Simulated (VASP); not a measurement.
# CuAu: relaxation of cell and atoms with LDA

CuAu:

```xyz
2
Lattice="2.8107 0.0000 0.0000 0.0000 2.8107 0.0000 0.0000 0.0000 3.6850" Properties=species:S:1:pos:R:3 pbc="T T T"
Au    0.0000    0.0000    0.0000
Cu    1.4054    1.4054    1.8425
```

* Program: VASP 6.6.1
* Task: relaxation of cell and atoms
* Functional: LDA
* Potentials or basis: VASP PAW LDA potentials, release 64 (Au, Cu)
* Cutoff: 600 eV
* k mesh: 7 × 7 × 5
* Occupations: fermi-dirac, width 0.05 eV
* Spin: no spin polarisation
* Dipole correction: no
* Further INCAR settings: ALGO = Normal; EDIFF = 1e-06; IBRION = 2; EDIFFG = -0.01; NSW = 60; ISIF = 3

* Relaxed volume: 13.80 Å³/atom
* Relaxed cell: a = 2.790 Å, b = 2.790 Å, c = 3.547 Å, α = 90.00°, β = 90.00°, γ = 90.00°
* Space group after relaxing (to 0.05 Å): P4/mmm (No. 123)
* Energy gained by relaxing: 22.1 meV/atom
* Ionic steps: 11
* Pressure after relaxing: 0.0 GPa
* Band gap on the k mesh: zero (band 11 reaches 12.13 eV, above the bottom of band 12 at 7.21 eV)

The path:
```csv
step,energy change (eV),largest force (eV/Å),pressure (GPa),volume (Å³)
1,0.0000,0.0000,-8.66,29.11
2,0.0316,0.0000,14.60,25.92
3,-0.0416,0.0000,-0.25,27.67
4,-0.0416,0.0000,0.04,27.63
5,-0.0424,0.0000,0.19,27.63
6,-0.0439,0.0000,0.03,27.60
7,-0.0409,0.0000,0.25,27.54
8,-0.0442,0.0000,0.16,27.59
9,-0.0442,0.0000,0.14,27.59
10,-0.0441,0.0000,-0.39,27.67
11,-0.0442,0.0000,-0.02,27.61
```

Final structure:
```yaml
crystal:
  lattice:
    - [2.78986, 0.00000, 0.00000]
    - [0.00000, 2.78986, 0.00000]
    - [0.00000, 0.00000, 3.54724]
  atoms:
    - { symbol: Au, position: [0.00000, 0.00000, 0.00000] }
    - { symbol: Cu, position: [0.50000, 0.50000, 0.50000] }
```

Levels at points of the mesh, in eV from the Fermi level:
| k point | band 9 | band 10 | band 11 | band 12 | band 13 | band 14 |
| --- | --- | --- | --- | --- | --- | --- |
| (0.00, 0.00, 0.00) | -1.68 | -1.44 | -1.44 | 2.55 | 9.19 | 9.87 |

Run time: 35 s on 1 thread of Intel(R) Xeon(R) 6975P-C (Granite Rapids), on a shared host, peak memory 0.16 GiB.

Caveat: spin-orbit coupling is left out, which moves the levels of the heavy elements. LDA usually gives volumes a few per cent too small.
